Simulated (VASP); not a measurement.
# Ti in VASP: single point with PBEsol

Aim: the single point of Ti with PBEsol.

Program: VASP 6.6.1. These are calculated values, not measurements. Logs are shortened: lines on timing, memory, paths and dates and some standing lists are left out, and cuts for length are marked.

## 1. The cell of the first run

The cell holds a slab with vacuum, 12 atoms: a = 5.900 Å, b = 5.900 Å, c = 15.685 Å, α = 90.00°, β = 90.00°, γ = 60.00°.

## 2. Single point, PBEsol

INCAR

```
SYSTEM = Ti
  PREC = Accurate
  ENCUT = 520
  EDIFF = 1E-6
  ISMEAR = -1
  SIGMA = 0.1
  LREAL = .False.
  LASPH = .True.
  NELM = 80
  ALGO = Normal
  ISIF = 2
  LWAVE = .False.
  LCHARG = .False.
  GGA = PS
  NBANDS = 84
```

KPOINTS

```
Automatic mesh
0
Gamma
  2 2 1
  0 0 0
```

POSCAR

```
Ti
1.0
    5.9000000679      0.0000000000      0.0000000000
    2.9500000340      5.1095499412      0.0000000000
    0.0000000000      0.0000000000     15.6846000000
Ti
12
Direct
    0.0000000000      0.0000000000      0.0637568167
    0.5000000000      0.0000000000      0.0637568167
    0.0000000000      0.5000000000      0.0637568167
    0.5000000000      0.5000000000      0.0637568167
   -0.1666666667      0.3333333333      0.2018318062
    0.3333333333      0.3333333333      0.2018318062
   -0.1666666667      0.8333333333      0.2018318062
    0.3333333333      0.8333333333      0.2018318062
    0.0000000000      0.0000000000      0.3398967951
    0.5000000000      0.0000000000      0.3398967951
    0.0000000000      0.5000000000      0.3398967951
    0.5000000000      0.5000000000      0.3398967951
```

Potentials or basis: VASP PAW PBE potentials, release 64 (Ti_sv).

On the command line:

```console
$ cat potpaw_PBE.64/Ti_sv/POTCAR > POTCAR
$ mpirun -np 1 vasp_std > vasp.out
```

OUTCAR:

```text
SYSTEM = Ti
   PREC = Accurate
   ENCUT = 520
   EDIFF = 1E-6
   ISMEAR = -1
   LREAL = .False.
   LASPH = .True.
   NELM = 80
   ISIF = 2
   GGA = PS

 ion  position               nearest neighbor table
   1  0.000  0.000  0.064-   8 2.76   5 2.76   7 2.76
   2  0.500  0.000  0.064-   7 2.76   6 2.76   8 2.76
   3  0.000  0.500  0.064-   6 2.76   7 2.76   5 2.76
   4  0.500  0.500  0.064-   5 2.76   8 2.76   6 2.76
   5  0.833  0.333  0.202-  12 2.76   9 2.76  11 2.76   4 2.76   1 2.76   3 2.76
   6  0.333  0.333  0.202-  11 2.76  10 2.76  12 2.76   3 2.76   2 2.76   4 2.76
   7  0.833  0.833  0.202-  10 2.76  11 2.76   9 2.76   2 2.76   3 2.76   1 2.76
   8  0.333  0.833  0.202-   9 2.76  12 2.76  10 2.76   1 2.76   4 2.76   2 2.76
   9  0.000  0.000  0.340-   8 2.76   5 2.76   7 2.76
  10  0.500  0.000  0.340-   7 2.76   6 2.76   8 2.76
  11  0.000  0.500  0.340-   6 2.76   7 2.76   5 2.76
  12  0.500  0.500  0.340-   5 2.76   8 2.76   6 2.76

  LATTYP: Found a hexagonal cell.
 ALAT       =     5.9000000680
 C/A-ratio  =     2.6584067490

  Lattice vectors:

 A1 = (  -2.9500000340,  -5.1095499412,   0.0000000000)
 A2 = (   5.9000000679,   0.0000000000,   0.0000000000)
 A3 = (   0.0000000000,   0.0000000000,  15.6846000000)

Analysis of symmetry for initial positions (statically):
=====================================================================
 Subroutine PRICEL returns following result:

  LATTYP: Found a hexagonal cell.
 ALAT       =     2.9500000340
 C/A-ratio  =     5.3168134981

  Lattice vectors:

 A1 = (  -1.4750000170,  -2.5547749706,   0.0000000000)
 A2 = (   2.9500000340,   0.0000000000,   0.0000000000)
 A3 = (   0.0000000000,   0.0000000000,  15.6846000000)

   4 primitive cells build up your supercell.

 Routine SETGRP: Setting up the symmetry group for a
 hexagonal supercell.

 Subroutine GETGRP returns: Found  6 space group operations
 (whereof  6 operations were pure point group operations)
 out of a pool of 24 trial point group operations.

The static configuration has the point symmetry C_3v.

Analysis of symmetry for dynamics (positions and initial velocities):
=====================================================================
 Subroutine PRICEL returns following result:

  LATTYP: Found a hexagonal cell.
 ALAT       =     2.9500000340
 C/A-ratio  =     5.3168134981

  Lattice vectors:

 A1 = (  -1.4750000170,  -2.5547749706,   0.0000000000)
 A2 = (   2.9500000340,   0.0000000000,   0.0000000000)
 A3 = (   0.0000000000,   0.0000000000,  15.6846000000)

   4 primitive cells build up your supercell.

 Routine SETGRP: Setting up the symmetry group for a
 hexagonal supercell.

 Subroutine GETGRP returns: Found  6 space group operations
 (whereof  6 operations were pure point group operations)
 out of a pool of 24 trial point group operations.

The dynamic configuration has the point symmetry C_3v.

 Subroutine INISYM returns: Found  6 space group operations
 (whereof  6 operations are pure point group operations),
 and found     4 'primitive' translations

----------------------------------------------------------------------------------------

                                     Primitive cell

  volume of cell :     118.2083

  direct lattice vectors                    reciprocal lattice vectors
    -1.475000017 -2.554774971  0.000000000     0.000000000 -0.391423907  0.000000000
     2.950000034  0.000000000  0.000000000     0.338983047 -0.195711953  0.000000000
     0.000000000  0.000000000 15.684600000     0.000000000  0.000000000  0.063756806

  length of vectors
     2.950000034  2.950000034 15.684600000     0.391423907  0.391423907  0.063756806

  position of ions in fractional coordinates (direct lattice)
     0.000000000  0.000000000  0.063756817
     0.333333333  0.666666667  0.201831806
     0.000000000  0.000000000  0.339896795

  ion indices of the primitive-cell ions
   primitive index   ion index
                 1           1
                 2           7
                 3           9

----------------------------------------------------------------------------------------

 KPOINTS: Automatic mesh

Automatic generation of k-mesh.
 Grid dimensions read from file:
 generate k-points for:    2    2    1

 Generating k-lattice:

  Cartesian coordinates                     Fractional coordinates (reciprocal lattice)
     0.084745762 -0.048927988  0.000000000     0.500000000  0.000000000  0.000000000
     0.000000000  0.097855977  0.000000000     0.000000000  0.500000000  0.000000000
     0.000000000  0.000000000  0.063756806     0.000000000  0.000000000  1.000000000

  Length of vectors
     0.097855977  0.097855977  0.063756806

  Shift w.r.t. Gamma in fractional coordinates (k-lattice)
     0.000000000  0.000000000  0.000000000

 Subroutine IBZKPT returns following result:
 ===========================================

 Found      2 irreducible k-points:

 Following reciprocal coordinates:
            Coordinates               Weight
  0.000000  0.000000  0.000000      1.000000
  0.500000 -0.000000  0.000000      3.000000
   k-points           NKPTS =      2   k-points in BZ     NKDIM =      2   number of bands    NBANDS=     84
   number of dos      NEDOS =    301   number of ions     NIONS =     12
   total plane-waves  NPLWV = 276480
   dimension x,y,z NGX =    48 NGY =   48 NGZ =  120
   dimension x,y,z NGXF=    96 NGYF=   96 NGZF=  240
   ions per type =              12
   NGX,Y,Z   is equivalent  to a cutoff of  13.53, 13.53, 12.72 a.u.
   NGXF,Y,Z  is equivalent  to a cutoff of  27.05, 27.05, 25.44 a.u.
 SYSTEM =  Ti
   PREC   = accura    normal or accurate (medium, high low for compatibility)
   ISTART =      0    job   : 0-new  1-cont  2-samecut
   ICHARG =      2    charge: 1-file 2-atom 10-const
   ISPIN  =      1    spin polarized calculation?
   LNONCOLLINEAR =      F non collinear calculations
   LSORBIT =      F    spin-orbit coupling
   LASPH  =      T    aspherical Exc in radial PAW
   ENCUT  =  520.0 eV  38.22 Ry    6.18 a.u.  10.97 10.97 29.16*2*pi/ulx,y,z
   NELM   =     80;   NELMIN=  2; NELMDL= -5     # of ELM steps
   EDIFF  = 0.1E-05   stopping-criterion for ELM
   LREAL  =      F    real-space projection
   EDIFFG = 0.1E-04   stopping-criterion for IOM
   NSW    =      0    number of steps for IOM
   IBRION =     -1    ionic relax: 0-MD 1-quasi-New 2-CG
   NFREE  =      0    steps in history (QN), initial steepest desc. (CG)
   ISIF   =      2    stress and relaxation
   ISYM   =      2    0-nonsym 1-usesym 2-fastsym
   POTIM  = 0.5000    time-step for ionic-motion
   TEBEG  =    0.0;   TEEND  =   0.0 temperature during run
   PSTRESS=    0.0 pullay stress
   NELECT =     144.0000    total number of electrons
   NUPDOWN=      -1.0000    fix difference up-down
   EMIN   =  10.00;   EMAX   =-10.00  energy-range for DOS
   EFERMI =   0.00;   METHOD = LEGACY
   ISMEAR =    -1;   SIGMA  =   0.10  broadening in eV -4-tet -1-fermi 0-gaus
   EFERMI_NEDOS =   21; number of points for ismear=-14 and -15
   IALGO  =     38    algorithm
   IMIX   =      4    mixing-type and parameters
     AMIX     =   0.40;   BMIX     =  1.00
     AMIX_MAG =   1.60;   BMIX_MAG =  1.00
  volume/ion in A,a.u.               =      39.40       265.90
  Fermi-wavevector in a.u.,A,eV,Ry     =   1.101437  2.081414 16.506088  1.213163
  Thomas-Fermi vector in A             =   2.237864
   LORBIT       =      0    0 simple, 1 ext, 2 COOP (PROOUT), +10 PAW based schemes
   GGA     = PS    functional components
   LHFCALC =     F    Hartree Fock is set to
   AEXX    =    0.0000 exact exchange contribution
   IVDW    =     0    specifies the selected vdW correction
   LEPSILON=     F    determine dielectric tensor
   LRPA    =     F    only Hartree local field effects (RPA)
 non-spin polarized calculation
  energy-cutoff  :      520.00
  volume of cell :      472.83
 maximum number of plane-waves:     12742
 NGX is ok and might be reduce to    48
   NGX = 21   NGY = 21   NGZ = 59

 number of electron     143.9999988 magnetization

 Free energy of the ion-electron system (eV)
  ---------------------------------------------------
  ext. energy  EPLUGINS =         0.00000000
  ---------------------------------------------------
  free energy    TOTEN  =       -92.28027279 eV

  energy without entropy =      -91.44059015  energy(sigma->0) =      -91.86043147

 E-fermi :   1.2880     XC(G=0):  -6.2767

 val. band max:        1.2308480403   @ k =   0.0000   0.0000   0.0000
 cond. band min:       1.3013320340   @ k =   0.0000   0.0000   0.0000
 fundamental gap:      0.0704839938
 Fermi energy:         1.2880495297

 k-point     1 :       0.0000    0.0000    0.0000
  band No.  band energies     occupation
      1     -55.3112      2.00000
      2     -55.2923      2.00000
      3     -55.2255      2.00000
      4     -55.2255      2.00000
      5     -55.2255      2.00000
      6     -55.2232      2.00000
[... 76 lines left out ...]
     83       2.4647      0.00002
     84       2.4951      0.00001

 k-point     2 :       0.5000   -0.0000    0.0000
  band No.  band energies     occupation
      1     -55.2687      2.00000
      2     -55.2687      2.00000
      3     -55.2579      2.00000
      4     -55.2579      2.00000
      5     -55.2256      2.00000
      6     -55.2256      2.00000
[... 76 lines left out ...]
     83       2.0673      0.00082
     84       2.0676      0.00082

------------------------ aborting loop because EDIFF is reached ----------------------------------------

  FORCE on cell =-STRESS in cart. coord.  units (eV):
  Direction    XX          YY          ZZ          XY          YZ          ZX
  --------------------------------------------------------------------------------------
  -------------------------------------------------------------------------------------
  Total       -6.6014067     -6.6014067     -0.2451322     -0.0000000      0.0000000     -0.0000000
  in kB      -22.3686080    -22.3686080     -0.8306210     -0.0000000      0.0000000     -0.0000000
  external PRESSURE =     -15.1892790 kB  Pullay stress =       0.0000000 kB

 VOLUME and BASIS-vectors are now :
 -----------------------------------------------------------------------------
  energy-cutoff  :      520.00
  volume of cell :      472.83
      direct lattice vectors                 reciprocal lattice vectors
     5.900000068  0.000000000  0.000000000     0.169491523 -0.097855977  0.000000000
     2.950000034  5.109549941  0.000000000     0.000000000  0.195711953  0.000000000
     0.000000000  0.000000000 15.684600000     0.000000000  0.000000000  0.063756806

 POSITION                                       TOTAL-FORCE (eV/Angst)
 -----------------------------------------------------------------------------------
      0.00000      0.00000      1.00000         0.000000      0.000000      0.010495
      2.95000      0.00000      1.00000        -0.000000      0.000000      0.010495
      1.47500      2.55477      1.00000        -0.000000      0.000000      0.010495
      4.42500      2.55477      1.00000        -0.000000      0.000000      0.010495
      5.90000      1.70318      3.16565         0.000000      0.000000     -0.000660
      2.95000      1.70318      3.16565         0.000000     -0.000000     -0.000660
      7.37500      4.25796      3.16565        -0.000000     -0.000000     -0.000660
      4.42500      4.25796      3.16565        -0.000000      0.000000     -0.000660
      0.00000      0.00000      5.33115        -0.000000      0.000000     -0.009835
      2.95000      0.00000      5.33115         0.000000      0.000000     -0.009835
      1.47500      2.55477      5.33115        -0.000000      0.000000     -0.009835
      4.42500      2.55477      5.33115        -0.000000      0.000000     -0.009835
 -----------------------------------------------------------------------------------
    total drift:                                0.000002      0.000001     -0.002454

  FREE ENERGIE OF THE ION-ELECTRON SYSTEM (eV)
  ---------------------------------------------------
  free  energy   TOTEN  =       -92.2802727895 eV

  energy  without entropy=      -91.4405901469  energy(sigma->0) =      -91.86043147
```

Run time: 2.7 min. Hardware: 1 thread of Intel Xeon Platinum 8559C (Emerald Rapids), shared host; peak memory 0.58 GiB.

What came out:

- Free energy: -92.2803 eV
- Largest force: 0.010 eV/Å
- Band gap on the k mesh: zero (bands 72 and 73 overlap by 0.75 eV)

Forces on the atoms (eV/Å):
```
Ti   0.000  0.000  0.010
Ti   0.000  0.000  0.010
Ti   0.000  0.000  0.010
Ti   0.000  0.000  0.010
Ti   0.000  0.000 -0.001
Ti   0.000  0.000 -0.001
Ti   0.000  0.000 -0.001
Ti   0.000  0.000 -0.001
Ti   0.000  0.000 -0.010
Ti   0.000  0.000 -0.010
Ti   0.000  0.000 -0.010
Ti   0.000  0.000 -0.010
```

Levels at points of the mesh, in eV from the Fermi level:
```csv
k point,band 68,band 69,band 70,band 71,band 72,band 73
"(0.00, 0.00, 0.00)",0.01,0.18,0.18,0.18,0.67,0.67
"(0.50, 0.00, 0.00)",-0.48,-0.28,-0.28,-0.12,-0.12,-0.07
```

Caveat: the k points lie up to 0.61 Å⁻¹ apart, too coarse for converged energies and pressures of a metal; there is no dipole correction, which matters where the two faces differ; the PAW data sets were made with another functional, which shifts forces and pressure a little.

The gap in the log of VASP goes by the Fermi energy; the results here count the filled bands.